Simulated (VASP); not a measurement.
# Al (Immm) in VASP: further runs

The runs below take Al through single point, with PBE.

Program: VASP 6.6.1. These are calculated values, not measurements. Logs are shortened: lines on timing, memory, paths and dates and some standing lists are left out, and cuts for length are marked.

## Step 1: The cell of the first run

The structure is orthorhombic, space group Immm (No. 71). Conventional cell: a = 3.138 Å, b = 3.235 Å, c = 3.332 Å, α = 90.00°, β = 90.00°, γ = 90.00°. Al (site symmetry mmm) has 14 Al at 2.80 to 3.33 Å within 3.7 Å.

## Step 2: Single point, PBE (strain -0.0300 x Voigt [1, -1, 0, 0, 0, 0])

The input, INCAR:

```
SYSTEM = Al
ALGO = Fast
EDIFF = 1E-7
ENCUT = 520
GGA = PE
ISIF = 2
ISMEAR = 0
LASPH = .TRUE.
LCHARG = .FALSE.
LREAL = .FALSE.
LWAVE = .FALSE.
NBANDS = 8
NELM = 60
PREC = Accurate
SIGMA = 0.15
```

The input, KPOINTS:

```
k-points
0
G
  26 26 26
  0 0 0
```

The input, POSCAR:

```
Al
1.0
   -1.5689849150      1.6660355284      1.6175102217
    1.5689849150     -1.6660355284      1.6175102217
    1.5689849150      1.6660355284     -1.6175102217
Al
1
Direct
    0.0000000000      0.0000000000      0.0000000000
```

Potentials or basis: VASP PAW PBE potentials, release 64 (Al).

Launch:

```sh
> cat potpaw_PBE.64/Al/POTCAR > POTCAR
> mpirun -np 1 vasp_std > vasp.out
```

OUTCAR:

```text
SYSTEM = Al
   EDIFF = 1E-7
   ENCUT = 520
   GGA = PE
   ISIF = 2
   ISMEAR = 0
   LASPH = .TRUE.
   LREAL = .FALSE.
   NELM = 60
   PREC = Accurate

 ion  position               nearest neighbor table
   1  0.000  0.000  0.000-

  LATTYP: Found a body centered orthorhombic cell.
 ALAT       =     3.1379698300
 B/A-ratio  =     1.0309278351
 C/A-ratio  =     1.0618556702

  Lattice vectors:

 A1 = (  -1.5689849150,  -1.6660355284,   1.6175102217)
 A2 = (   1.5689849150,  -1.6660355284,  -1.6175102217)
 A3 = (   1.5689849150,   1.6660355284,   1.6175102217)

Analysis of symmetry for initial positions (statically):
=====================================================================
 Subroutine PRICEL returns:
 Original cell was already a primitive cell.

 Routine SETGRP: Setting up the symmetry group for a
 body centered orthorhombic supercell.

 Subroutine GETGRP returns: Found  8 space group operations
 (whereof  8 operations were pure point group operations)
 out of a pool of  8 trial point group operations.

The static configuration has the point symmetry D_2h.

Analysis of symmetry for dynamics (positions and initial velocities):
=====================================================================
 Subroutine PRICEL returns:
 Original cell was already a primitive cell.

 Routine SETGRP: Setting up the symmetry group for a
 body centered orthorhombic supercell.

 Subroutine GETGRP returns: Found  8 space group operations
 (whereof  8 operations were pure point group operations)
 out of a pool of  8 trial point group operations.

The dynamic configuration has the point symmetry D_2h.

 Subroutine INISYM returns: Found  8 space group operations
 (whereof  8 operations are pure point group operations),
 and found     1 'primitive' translations

----------------------------------------------------------------------------------------

                                     Primitive cell

  volume of cell :      16.9126

  direct lattice vectors                    reciprocal lattice vectors
    -1.568984915  1.666035528  1.617510222     0.000000000  0.300113648  0.309117057
     1.568984915 -1.666035528  1.617510222     0.318677379  0.000000000  0.309117057
     1.568984915  1.666035528 -1.617510222     0.318677379  0.300113648  0.000000000

  length of vectors
     2.802450243  2.802450243  2.802450243     0.430838203  0.443969173  0.437748185

  position of ions in fractional coordinates (direct lattice)
     0.000000000  0.000000000  0.000000000

  ion indices of the primitive-cell ions
   primitive index   ion index
                 1           1

----------------------------------------------------------------------------------------

 KPOINTS: k-points

Automatic generation of k-mesh.
 Grid dimensions read from file:
 generate k-points for:   26   26   26

 Generating k-lattice:

  Cartesian coordinates                     Fractional coordinates (reciprocal lattice)
     0.000000000  0.011542833  0.011889118     0.038461538  0.000000000  0.000000000
     0.012256822  0.000000000  0.011889118     0.000000000  0.038461538  0.000000000
     0.012256822  0.011542833  0.000000000     0.000000000  0.000000000  0.038461538

  Length of vectors
     0.016570700  0.017075737  0.016836469

  Shift w.r.t. Gamma in fractional coordinates (k-lattice)
     0.000000000  0.000000000  0.000000000

 Subroutine IBZKPT returns following result:
 ===========================================

 Found   2471 irreducible k-points:

 Following reciprocal coordinates:
            Coordinates               Weight
  0.000000  0.000000  0.000000      1.000000
  0.038462  0.000000 -0.000000      4.000000
  0.076923  0.000000 -0.000000      4.000000
  0.115385 -0.000000  0.000000      4.000000
  0.153846 -0.000000  0.000000      4.000000
  0.192308 -0.000000  0.000000      4.000000
[... 16 lines left out ...]
  0.307692  0.038462  0.000000      8.000000
  0.346154  0.038462  0.000000      8.000000
 [... further k-points ...]
   k-points           NKPTS =   2471   k-points in BZ     NKDIM =   2471   number of bands    NBANDS=      8
   number of dos      NEDOS =    301   number of ions     NIONS =      1
   total plane-waves  NPLWV =  13824
   dimension x,y,z NGX =    24 NGY =   24 NGZ =   24
   dimension x,y,z NGXF=    48 NGYF=   48 NGZF=   48
   ions per type =               1
   NGX,Y,Z   is equivalent  to a cutoff of  14.24, 14.24, 14.24 a.u.
   NGXF,Y,Z  is equivalent  to a cutoff of  28.47, 28.47, 28.47 a.u.
 SYSTEM =  Al
   PREC   = accura    normal or accurate (medium, high low for compatibility)
   ISTART =      0    job   : 0-new  1-cont  2-samecut
   ICHARG =      2    charge: 1-file 2-atom 10-const
   ISPIN  =      1    spin polarized calculation?
   LNONCOLLINEAR =      F non collinear calculations
   LSORBIT =      F    spin-orbit coupling
   LASPH  =      T    aspherical Exc in radial PAW
   ENCUT  =  520.0 eV  38.22 Ry    6.18 a.u.   5.21  5.21  5.21*2*pi/ulx,y,z
   NELM   =     60;   NELMIN=  2; NELMDL= -5     # of ELM steps
   EDIFF  = 0.1E-06   stopping-criterion for ELM
   LREAL  =      F    real-space projection
   EDIFFG = 0.1E-05   stopping-criterion for IOM
   NSW    =      0    number of steps for IOM
   IBRION =     -1    ionic relax: 0-MD 1-quasi-New 2-CG
   NFREE  =      0    steps in history (QN), initial steepest desc. (CG)
   ISIF   =      2    stress and relaxation
   ISYM   =      2    0-nonsym 1-usesym 2-fastsym
   POTIM  = 0.5000    time-step for ionic-motion
   TEBEG  =    0.0;   TEEND  =   0.0 temperature during run
   PSTRESS=    0.0 pullay stress
   NELECT =       3.0000    total number of electrons
   NUPDOWN=      -1.0000    fix difference up-down
   EMIN   =  10.00;   EMAX   =-10.00  energy-range for DOS
   EFERMI =   0.00;   METHOD = LEGACY
   ISMEAR =     0;   SIGMA  =   0.15  broadening in eV -4-tet -1-fermi 0-gaus
   EFERMI_NEDOS =   21; number of points for ismear=-14 and -15
   IALGO  =     68    algorithm
   IMIX   =      4    mixing-type and parameters
     AMIX     =   0.40;   BMIX     =  1.00
     AMIX_MAG =   1.60;   BMIX_MAG =  1.00
  volume/ion in A,a.u.               =      16.91       114.13
  Fermi-wavevector in a.u.,A,eV,Ry     =   0.919839  1.738244 11.511945  0.846104
  Thomas-Fermi vector in A             =   2.045078
   LORBIT       =      0    0 simple, 1 ext, 2 COOP (PROOUT), +10 PAW based schemes
   GGA     = PE    functional components
   LHFCALC =     F    Hartree Fock is set to
   AEXX    =    0.0000 exact exchange contribution
   IVDW    =     0    specifies the selected vdW correction
   LEPSILON=     F    determine dielectric tensor
   LRPA    =     F    only Hartree local field effects (RPA)
 non-spin polarized calculation
 RMM-DIIS sequential band-by-band and
 Gauss-broadening in eV      SIGMA  =   0.15
  energy-cutoff  :      520.00
  volume of cell :       16.91
 maximum number of plane-waves:       468
 NGX is ok and might be reduce to    24
   NGX = 11   NGY = 11   NGZ = 11

 number of electron       3.0000000 magnetization

 Free energy of the ion-electron system (eV)
  ---------------------------------------------------
  ext. energy  EPLUGINS =         0.00000000
  ---------------------------------------------------
  free energy    TOTEN  =        -3.65592908 eV

  energy without entropy =       -3.65110911  energy(sigma->0) =       -3.65351910

 E-fermi :   7.7394     XC(G=0): -10.1116

 val. band max:        7.7254781401   @ k =  -0.3846   0.5000   0.2692
 cond. band min:       7.7406233235   @ k =  -0.0769  -0.3846   0.0769
 fundamental gap:      0.0151451834
 Fermi energy:         7.7393677203

 k-point     1 :       0.0000    0.0000    0.0000
  band No.  band energies     occupation
      1      -3.2157      2.00000
      2      20.2003      0.00000
      3      20.9297      0.00000
      4      21.5786      0.00000
      5      21.7763      0.00000
      6      21.9236      0.00000
      7      22.3883      0.00000
      8      23.1515      0.00000

 k-point     2 :       0.0385    0.0000   -0.0000
  band No.  band energies     occupation
      1      -3.1751      2.00000
      2      19.5722      0.00000
      3      20.6337      0.00000
      4      21.2844      0.00000
      5      21.7807      0.00000
      6      22.0877      0.00000
      7      22.8776      0.00000
      8      22.9778      0.00000

 k-point     3 :       0.0769    0.0000   -0.0000
  band No.  band energies     occupation
      1      -3.0531      2.00000
      2      18.2867      0.00000
      3      20.0365      0.00000
      4      20.7917      0.00000
      5      21.5593      0.00000
      6      22.2906      0.00000
      7      22.8325      0.00000
      8      23.7546      0.00000

 k-point     4 :       0.1154   -0.0000    0.0000
  band No.  band energies     occupation
      1      -2.8501      2.00000
      2      16.8026      0.00000
      3      19.4104      0.00000
      4      20.2145      0.00000
      5      21.1981      0.00000
      6      22.0687      0.00000
      7      23.0666      0.00000
      8      23.7114      0.00000

 k-point     5 :       0.1538   -0.0000    0.0000
  band No.  band energies     occupation
      1      -2.5664      2.00000
      2      15.2701      0.00000
      3      18.8236      0.00000
      4      19.6139      0.00000
      5      20.7626      0.00000
      6      21.6783      0.00000
      7      23.4084      0.00000
      8      23.7608      0.00000
[... 177 lines left out ...]
 k-point    22 :       0.2692    0.0385    0.0000
  band No.  band energies     occupation
      1      -0.9046      2.00000
      2      10.1339      0.00000
      3      16.7994      0.00000
      4      17.4505      0.00000
      5      19.7810      0.00000
      6      20.5560      0.00000
      7      23.9675      0.00000
      8      26.1068      0.00000

 k-point    23 :       0.3077    0.0385    0.0000
  band No.  band energies     occupation
      1      -0.2641      2.00000
      2       8.7853      0.00000
      3      16.4331      0.00000
      4      17.1269      0.00000
      5      19.4277      0.00000
      6      20.3028      0.00000
      7      24.4226      0.00000
      8      26.7627      0.00000

 k-point    24 :       0.3462    0.0385    0.0000
  band No.  band energies     occupation
      1       0.4530      2.00000
      2       7.4999      1.97602
      3      16.1318      0.00000
      4      16.8735      0.00000
      5      19.1353      0.00000
      6      20.0931      0.00000
      7      24.9535      0.00000
      8      27.4502      0.00000

 [... further k-points ...]
[... 5 lines left out ...]
  --------------------------------------------------------------------------------------
  -------------------------------------------------------------------------------------
  Total       -0.1076173      0.1083721     -0.0056164      0.0000000      0.0000000      0.0000000
  in kB      -10.1948921     10.2663963     -0.5320565      0.0000000      0.0000000      0.0000000
  external PRESSURE =      -0.1535174 kB  Pullay stress =       0.0000000 kB

 VOLUME and BASIS-vectors are now :
 -----------------------------------------------------------------------------
  energy-cutoff  :      520.00
  volume of cell :       16.91
      direct lattice vectors                 reciprocal lattice vectors
    -1.568984915  1.666035528  1.617510222     0.000000000  0.300113648  0.309117057
     1.568984915 -1.666035528  1.617510222     0.318677379  0.000000000  0.309117057
     1.568984915  1.666035528 -1.617510222     0.318677379  0.300113648  0.000000000

 POSITION                                       TOTAL-FORCE (eV/Angst)
 -----------------------------------------------------------------------------------
      0.00000      0.00000      0.00000        -0.000000      0.000000      0.000000
 -----------------------------------------------------------------------------------
    total drift:                               -0.000000      0.000000     -0.000000

  FREE ENERGIE OF THE ION-ELECTRON SYSTEM (eV)
  ---------------------------------------------------
  free  energy   TOTEN  =        -3.6559290830 eV

  energy  without entropy=       -3.6511091077  energy(sigma->0) =       -3.65351910
```

It took 9.2 min on 1 thread of AMD EPYC 7R43 (Zen 3), shared host; peak memory 0.34 GiB.

Results:

- Free energy: -3.6559 eV
- Pressure: 0.0 GPa
- Band gap on the k mesh: zero (an odd number of electrons rules out a gap without spin polarisation)

Stress tensor (GPa, compression positive):
```
-1.02  0.00  0.00
 0.00  1.03  0.00
 0.00  0.00 -0.05
```

Caveat: the cell differs from its parent crystal (strain -0.0300 x Voigt [1, -1, 0, 0, 0, 0]).

## Step 3: Single point, PBE (strain +0.0150 x Voigt [1, -1, 0, 0, 0, 0])

The input, INCAR:

```
SYSTEM = Al
PREC = Accurate ; ENCUT = 520
EDIFF = 1E-6 ; ISMEAR = 0
SIGMA = 0.15 ; LREAL = .False.
LASPH = .True. ; NELM = 60
ALGO = Fast ; ISIF = 2
LWAVE = .False. ; LCHARG = .False.
GGA = PE ; NBANDS = 8
```

The input, KPOINTS:

```
regular mesh
0
Gamma
  26 26 26
  0 0 0
```

The input, POSCAR:

```
Al
1.0
   -1.6417728750      1.5932475684      1.6175102217
    1.6417728750     -1.5932475684      1.6175102217
    1.6417728750      1.5932475684     -1.6175102217
Al
1
Direct
    0.0000000000      0.0000000000      0.0000000000
```

Potentials or basis: VASP PAW PBE potentials, release 64 (Al).

Launch:

```sh
> cat potpaw_PBE.64/Al/POTCAR > POTCAR
> mpirun -np 1 vasp_std > vasp.out
```

Run time: 8.4 min. Hardware: 1 thread of AMD EPYC 7R43 (Zen 3), shared host; peak memory 0.34 GiB.

It converged, with:

* Free energy: -3.6536 eV
* Pressure: -0.1 GPa
* Band gap on the k mesh: zero (an odd number of electrons rules out a gap without spin polarisation)

Stress tensor (GPa, compression positive):
```
 0.37  0.00  0.00
 0.00 -0.58  0.00
 0.00  0.00  0.05
```

Levels at points of the mesh, in eV from the Fermi level:
```tsv
k point	band 1	band 2	band 3	band 4
(0.00, 0.00, 0.00)	-10.96	12.77	13.13	13.46
(0.50, 0.00, 0.00)	-4.15	-3.70	7.70	7.91
(0.00, 0.50, 0.00)	-4.30	-3.97	8.26	8.53
(0.50, 0.50, 0.00)	-4.23	-3.83	7.97	8.21
(0.50, 0.50, 0.50)	1.42	1.82	2.24	2.85
```

Caveat: the cell differs from its parent crystal (strain +0.0150 x Voigt [1, -1, 0, 0, 0, 0]).
